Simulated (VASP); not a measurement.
# Co3Bi (Fm-3m) in VASP: a series of runs

Runs on Co3Bi. Level: PBE. Tasks: single point.

Program: VASP 6.6.1. These are calculated values, not measurements. Logs are shortened: lines on timing, memory, paths and dates and some standing lists are left out, and cuts for length are marked.

### 1 The cell of the first run

Symmetry: Fm-3m, No. 225, cubic system. Conventional cell: a = 6.123 Å, b = 6.123 Å, c = 6.123 Å, α = 90.00°, β = 90.00°, γ = 90.00°. Co (site symmetry -43m) has 10 Co at 2.65 to 3.06 Å and 4 Bi at 2.65 Å within 3.5 Å. Within 3.5 Å of Co (site symmetry m-3m) lie 8 Co at 2.65 Å and 6 Bi at 3.06 Å. Within 3.5 Å of Bi (site symmetry m-3m) lie 14 Co at 2.65 to 3.06 Å.

### 2 Single point, PBE

INCAR

```
PREC = Accurate
ENCUT = 520
EDIFF = 1E-7
ISMEAR = 0
SIGMA = 0.1
LREAL = F
LASPH = T
NELM = 100
ALGO = Fast
ISIF = 2
LWAVE = F
LCHARG = T
GGA = PE
LELF = T
LVHAR = T
NBANDS = 29
```

KPOINTS

```
regular mesh
0
Gamma
  12 12 12
```

POSCAR

```
Co3Bi
1.0
    0.0000000000      3.0616054462      3.0616054462
    3.0616054462      0.0000000000      3.0616054462
    3.0616054462      3.0616054462      0.0000000000
Co Bi
3 1
Direct
    0.2500000000      0.2500000000      0.2500000000
    0.7500000000      0.7500000000      0.7500000000
    0.5000000000      0.5000000000      0.5000000000
    0.0000000000      0.0000000000      0.0000000000
```

Potentials or basis: VASP PAW PBE potentials, release 64 (Co, Bi_d).

Run with:

```bash
cat potpaw_PBE.64/Co/POTCAR potpaw_PBE.64/Bi_d/POTCAR > POTCAR
mpirun -np 1 vasp_std > vasp.out
```

OUTCAR:

```text
PREC = Accurate
   ENCUT = 520
   EDIFF = 1E-7
   ISMEAR = 0
   LREAL = F
   LASPH = T
   NELM = 100
   ISIF = 2
   GGA = PE

 ion  position               nearest neighbor table
   1  0.250  0.250  0.250-   4 2.65   4 2.65   4 2.65   3 2.65   4 2.65   3 2.65   3 2.65   3 2.65
                             2 3.06   2 3.06   2 3.06   2 3.06   2 3.06   2 3.06
   2  0.750  0.750  0.750-   3 2.65   3 2.65   3 2.65   3 2.65   4 2.65   4 2.65   4 2.65   4 2.65
                             1 3.06   1 3.06   1 3.06   1 3.06   1 3.06   1 3.06
   3  0.500  0.500  0.500-   1 2.65   1 2.65   1 2.65   1 2.65   2 2.65   2 2.65   2 2.65   2 2.65
                             4 3.06   4 3.06   4 3.06   4 3.06   4 3.06   4 3.06
   4  0.000  0.000  0.000-   2 2.65   2 2.65   2 2.65   1 2.65   2 2.65   1 2.65   1 2.65   1 2.65
                             3 3.06   3 3.06   3 3.06   3 3.06   3 3.06   3 3.06

  LATTYP: Found a face centered cubic cell.
 ALAT       =     6.1232108924

  Lattice vectors:

 A1 = (   0.0000000000,   3.0616054462,   3.0616054462)
 A2 = (   3.0616054462,   0.0000000000,   3.0616054462)
 A3 = (   3.0616054462,   3.0616054462,   0.0000000000)

Analysis of symmetry for initial positions (statically):
=====================================================================
 Subroutine PRICEL returns:
 Original cell was already a primitive cell.

 Routine SETGRP: Setting up the symmetry group for a
 face centered cubic supercell.

 Subroutine GETGRP returns: Found 48 space group operations
 (whereof 48 operations were pure point group operations)
 out of a pool of 48 trial point group operations.

The static configuration has the point symmetry O_h .

Analysis of symmetry for dynamics (positions and initial velocities):
=====================================================================
 Subroutine PRICEL returns:
 Original cell was already a primitive cell.

 Routine SETGRP: Setting up the symmetry group for a
 face centered cubic supercell.

 Subroutine GETGRP returns: Found 48 space group operations
 (whereof 48 operations were pure point group operations)
 out of a pool of 48 trial point group operations.

The dynamic configuration has the point symmetry O_h .

 Subroutine INISYM returns: Found 48 space group operations
 (whereof 48 operations are pure point group operations),
 and found     1 'primitive' translations

----------------------------------------------------------------------------------------

                                     Primitive cell

  volume of cell :      57.3955

  direct lattice vectors                    reciprocal lattice vectors
     0.000000000  3.061605446  3.061605446    -0.163313010  0.163313010  0.163313010
     3.061605446  0.000000000  3.061605446     0.163313010 -0.163313010  0.163313010
     3.061605446  3.061605446  0.000000000     0.163313010  0.163313010 -0.163313010

  length of vectors
     4.329763945  4.329763945  4.329763945     0.282866430  0.282866430  0.282866430

  position of ions in fractional coordinates (direct lattice)
     0.250000000  0.250000000  0.250000000
     0.750000000  0.750000000  0.750000000
     0.500000000  0.500000000  0.500000000
     0.000000000  0.000000000  0.000000000

  ion indices of the primitive-cell ions
   primitive index   ion index
                 1           1
                 2           2
                 3           3
                 4           4

----------------------------------------------------------------------------------------

 KPOINTS: regular mesh

Automatic generation of k-mesh.
 Grid dimensions read from file:
 generate k-points for:   12   12   12

 Generating k-lattice:

  Cartesian coordinates                     Fractional coordinates (reciprocal lattice)
    -0.013609417  0.013609417  0.013609417     0.083333333  0.000000000  0.000000000
     0.013609417 -0.013609417  0.013609417     0.000000000  0.083333333  0.000000000
     0.013609417  0.013609417 -0.013609417     0.000000000  0.000000000  0.083333333

  Length of vectors
     0.023572203  0.023572203  0.023572203

  Shift w.r.t. Gamma in fractional coordinates (k-lattice)
     0.000000000  0.000000000  0.000000000

 Subroutine IBZKPT returns following result:
 ===========================================

 Found     72 irreducible k-points:

 Following reciprocal coordinates:
            Coordinates               Weight
  0.000000  0.000000  0.000000      1.000000
  0.083333  0.000000  0.000000      8.000000
  0.166667  0.000000  0.000000      8.000000
  0.250000  0.000000  0.000000      8.000000
  0.333333  0.000000  0.000000      8.000000
  0.416667  0.000000  0.000000      8.000000
[... 16 lines left out ...]
  0.500000  0.166667  0.000000     24.000000
 -0.416667  0.166667  0.000000     24.000000
 [... further k-points ...]
   k-points           NKPTS =     72   k-points in BZ     NKDIM =     72   number of bands    NBANDS=     29
   number of dos      NEDOS =    301   number of ions     NIONS =      4
   total plane-waves  NPLWV =  32768
   dimension x,y,z NGX =    32 NGY =   32 NGZ =   32
   dimension x,y,z NGXF=    64 NGYF=   64 NGZF=   64
   ions per type =               3   1
   NGX,Y,Z   is equivalent  to a cutoff of  12.29, 12.29, 12.29 a.u.
   NGXF,Y,Z  is equivalent  to a cutoff of  24.57, 24.57, 24.57 a.u.
 SYSTEM =  unknown system
   PREC   = accura    normal or accurate (medium, high low for compatibility)
   ISTART =      0    job   : 0-new  1-cont  2-samecut
   ICHARG =      2    charge: 1-file 2-atom 10-const
   ISPIN  =      1    spin polarized calculation?
   LNONCOLLINEAR =      F non collinear calculations
   LSORBIT =      F    spin-orbit coupling
   LASPH  =      T    aspherical Exc in radial PAW
   ENCUT  =  520.0 eV  38.22 Ry    6.18 a.u.   8.05  8.05  8.05*2*pi/ulx,y,z
   NELM   =    100;   NELMIN=  2; NELMDL= -5     # of ELM steps
   EDIFF  = 0.1E-06   stopping-criterion for ELM
   LREAL  =      F    real-space projection
   EDIFFG = 0.1E-05   stopping-criterion for IOM
   NSW    =      0    number of steps for IOM
   IBRION =     -1    ionic relax: 0-MD 1-quasi-New 2-CG
   NFREE  =      0    steps in history (QN), initial steepest desc. (CG)
   ISIF   =      2    stress and relaxation
   ISYM   =      2    0-nonsym 1-usesym 2-fastsym
   POTIM  = 0.5000    time-step for ionic-motion
   TEBEG  =    0.0;   TEEND  =   0.0 temperature during run
   PSTRESS=    0.0 pullay stress
   NELECT =      42.0000    total number of electrons
   NUPDOWN=      -1.0000    fix difference up-down
   EMIN   =  10.00;   EMAX   =-10.00  energy-range for DOS
   EFERMI =   0.00;   METHOD = LEGACY
   ISMEAR =     0;   SIGMA  =   0.10  broadening in eV -4-tet -1-fermi 0-gaus
   EFERMI_NEDOS =   21; number of points for ismear=-14 and -15
   IALGO  =     68    algorithm
   IMIX   =      4    mixing-type and parameters
     AMIX     =   0.40;   BMIX     =  1.00
     AMIX_MAG =   1.60;   BMIX_MAG =  1.00
  volume/ion in A,a.u.               =      14.35        96.83
  Fermi-wavevector in a.u.,A,eV,Ry     =   1.475249  2.787817 29.611176  2.176360
  Thomas-Fermi vector in A             =   2.589921
   LORBIT       =      0    0 simple, 1 ext, 2 COOP (PROOUT), +10 PAW based schemes
   GGA     = PE    functional components
   LHFCALC =     F    Hartree Fock is set to
   AEXX    =    0.0000 exact exchange contribution
   IVDW    =     0    specifies the selected vdW correction
   LEPSILON=     F    determine dielectric tensor
   LRPA    =     F    only Hartree local field effects (RPA)
 non-spin polarized calculation
 RMM-DIIS sequential band-by-band and
 Gauss-broadening in eV      SIGMA  =   0.10
  energy-cutoff  :      520.00
  volume of cell :       57.40
 maximum number of plane-waves:      1572
   NGX = 17   NGY = 17   NGZ = 17

 number of electron      41.9999976 magnetization

 Free energy of the ion-electron system (eV)
  ---------------------------------------------------
  ext. energy  EPLUGINS =         0.00000000
  ---------------------------------------------------
  free energy    TOTEN  =       -22.61599457 eV

  energy without entropy =      -22.55723563  energy(sigma->0) =      -22.58661510

 E-fermi :  10.3817     XC(G=0): -12.5770

 val. band max:       10.3793262206   @ k =  -0.2500   0.2500   0.0833
 cond. band min:      10.3819284989   @ k =  -0.4167   0.1667   0.0000
 fundamental gap:      0.0026022783
 Fermi energy:        10.3816609128

 k-point     1 :       0.0000    0.0000    0.0000
  band No.  band energies     occupation
      1     -12.6368      2.00000
      2     -12.6368      2.00000
      3     -12.6368      2.00000
      4     -12.5737      2.00000
      5     -12.5737      2.00000
      6      -2.7787      2.00000
[... 21 lines left out ...]
     28      15.3861      0.00000
     29      16.3985      0.00000

 k-point     2 :       0.0833    0.0000    0.0000
  band No.  band energies     occupation
      1     -12.6369      2.00000
      2     -12.6361      2.00000
      3     -12.6361      2.00000
      4     -12.5735      2.00000
      5     -12.5735      2.00000
      6      -2.7146      2.00000
[... 21 lines left out ...]
     28      15.3844      0.00000
     29      16.5507      0.00000

 k-point     3 :       0.1667    0.0000    0.0000
  band No.  band energies     occupation
      1     -12.6370      2.00000
      2     -12.6343      2.00000
      3     -12.6343      2.00000
      4     -12.5726      2.00000
      5     -12.5726      2.00000
      6      -2.5293      2.00000
[... 21 lines left out ...]
     28      15.2440      0.00000
     29      16.5726      0.00000

 k-point     4 :       0.2500    0.0000    0.0000
  band No.  band energies     occupation
      1     -12.6373      2.00000
      2     -12.6319      2.00000
      3     -12.6319      2.00000
      4     -12.5712      2.00000
      5     -12.5712      2.00000
      6      -2.2470      2.00000
[... 597 lines left out ...]
     28      16.2020      0.00000
     29      17.7760      0.00000

 k-point    23 :       0.5000    0.1667    0.0000
  band No.  band energies     occupation
      1     -12.6380      2.00000
      2     -12.6281      2.00000
      3     -12.6245      2.00000
      4     -12.5719      2.00000
      5     -12.5659      2.00000
      6      -1.4506      2.00000
[... 21 lines left out ...]
     28      17.4866      0.00000
     29      17.8244      0.00000

 k-point    24 :      -0.4167    0.1667    0.0000
  band No.  band energies     occupation
      1     -12.6360      2.00000
      2     -12.6292      2.00000
      3     -12.6251      2.00000
      4     -12.5704      2.00000
      5     -12.5671      2.00000
      6      -1.4177      2.00000
[... 21 lines left out ...]
     28      17.7850      0.00000
     29      19.0661      0.00000

 [... further k-points ...]

------------------------ aborting loop because EDIFF is reached ----------------------------------------

  FORCE on cell =-STRESS in cart. coord.  units (eV):
  Direction    XX          YY          ZZ          XY          YZ          ZX
  --------------------------------------------------------------------------------------
  -------------------------------------------------------------------------------------
  Total       -2.5499424     -2.5499424     -2.5499424      0.0000000      0.0000000      0.0000000
  in kB      -71.1808702    -71.1808702    -71.1808702      0.0000000      0.0000000      0.0000000
  external PRESSURE =     -71.1808702 kB  Pullay stress =       0.0000000 kB

 VOLUME and BASIS-vectors are now :
 -----------------------------------------------------------------------------
  energy-cutoff  :      520.00
  volume of cell :       57.40
      direct lattice vectors                 reciprocal lattice vectors
     0.000000000  3.061605446  3.061605446    -0.163313010  0.163313010  0.163313010
     3.061605446  0.000000000  3.061605446     0.163313010 -0.163313010  0.163313010
     3.061605446  3.061605446  0.000000000     0.163313010  0.163313010 -0.163313010

 POSITION                                       TOTAL-FORCE (eV/Angst)
 -----------------------------------------------------------------------------------
      1.53080      1.53080      1.53080         0.000000      0.000000      0.000000
      4.59241      4.59241      4.59241        -0.000000     -0.000000     -0.000000
      3.06161      3.06161      3.06161         0.000000      0.000000      0.000000
      0.00000      0.00000      0.00000         0.000000      0.000000      0.000000
 -----------------------------------------------------------------------------------
    total drift:                                0.000000     -0.000000      0.000000

  FREE ENERGIE OF THE ION-ELECTRON SYSTEM (eV)
  ---------------------------------------------------
  free  energy   TOTEN  =       -22.6159945737 eV

  energy  without entropy=      -22.5572356264  energy(sigma->0) =      -22.58661510
```

It took 72 s on 1 thread of Intel Xeon 6975P-C (Granite Rapids), shared host; peak memory 0.24 GiB.

What came out:

* Free energy: -22.6160 eV
* Pressure: -7.1 GPa
* Band gap on the k mesh: zero (band 21 reaches 10.44 eV, above the bottom of band 22 at 10.34 eV)

Levels at points of the mesh, in eV from the Fermi level:
```
           k point  band 18  band 19  band 20  band 21  band 22  band 23  band 24  band 25
(0.00, 0.00, 0.00)    -0.15    -0.15    -0.09    -0.09    -0.04     3.00     3.00     3.00
(0.50, 0.00, 0.00)    -0.24    -0.24    -0.17    -0.17    -0.01     1.59     2.62     2.62
(0.50, 0.50, 0.00)    -0.66    -0.37    -0.30    -0.18     0.03     0.08     0.08     2.04
```

Caveat: spin-orbit coupling is left out, which moves the levels of the heavy elements.

### 3 Single point, PBE, collinear spin, ferromagnetic start

This run uses another cell than the first one, of 14.40 Å³/atom, 1.003 times its volume.

INCAR

```
PREC = Accurate
ENCUT = 520
EDIFF = 1E-6
ISMEAR = 0
SIGMA = 0.1
LREAL = F
LASPH = T
NELM = 150
ALGO = Fast
ISIF = 2
LWAVE = F
LCHARG = F
ISPIN = 2
MAGMOM = 1.67 1.67 1.94 0
LORBIT = 11
LMAXMIX = 4
GGA = PE
NBANDS = 33
```

KPOINTS

```
Automatic mesh
0
Gamma
  6 6 6
```

POSCAR

```
Co3Bi
1.0
    0.0000000000      3.0649177753      3.0649177753
    3.0649177753      0.0000000000      3.0649177753
    3.0649177753      3.0649177753      0.0000000000
Co Bi
3 1
Direct
    0.2500000000      0.2500000000      0.2500000000
    0.7500000000      0.7500000000      0.7500000000
    0.5000000000      0.5000000000      0.5000000000
    0.0000000000      0.0000000000      0.0000000000
```

Potentials or basis: VASP PAW PBE potentials, release 64 (Co, Bi_d).

Run with:

```bash
cat potpaw_PBE.64/Co/POTCAR potpaw_PBE.64/Bi_d/POTCAR > POTCAR
mpirun -np 1 vasp_std > vasp.out
```

Run time: 32 s. Hardware: 1 thread of Intel Xeon 6975P-C (Granite Rapids), shared host; peak memory 0.22 GiB.

It converged, with:

- Free energy: -23.2285 eV
- Pressure: -0.3 GPa
- Net moment: 4.35 μB per cell
- Site moments: Co +1.41, +1.63; Bi +0.01 μB
- Valence electrons inside the program's atomic spheres: Co 8.15, 8.02; Bi 13.00

Levels at points of the mesh, in eV from the Fermi level:
Spin up:
```
           k point  band 21  band 22  band 23  band 24  band 25  band 26
(0.00, 0.00, 0.00)    -1.26    -0.40     2.46     2.46     2.46     4.39
(0.50, 0.00, 0.00)    -1.26    -1.26     1.06     1.83     1.83     3.33
(0.50, 0.50, 0.00)    -1.40    -1.32    -1.19    -1.19     1.25     2.78
```
Spin down:
```
           k point  band 17  band 18  band 19  band 20  band 21  band 22
(0.00, 0.00, 0.00)    -0.23    -0.23     0.08     0.08     0.38     0.38
(0.50, 0.00, 0.00)    -0.83    -0.09    -0.09     0.25     0.25     0.37
(0.50, 0.50, 0.00)    -0.80    -0.54    -0.37     0.22     0.35     0.45
```

Caveat: spin-orbit coupling is left out, which moves the levels of the heavy elements.
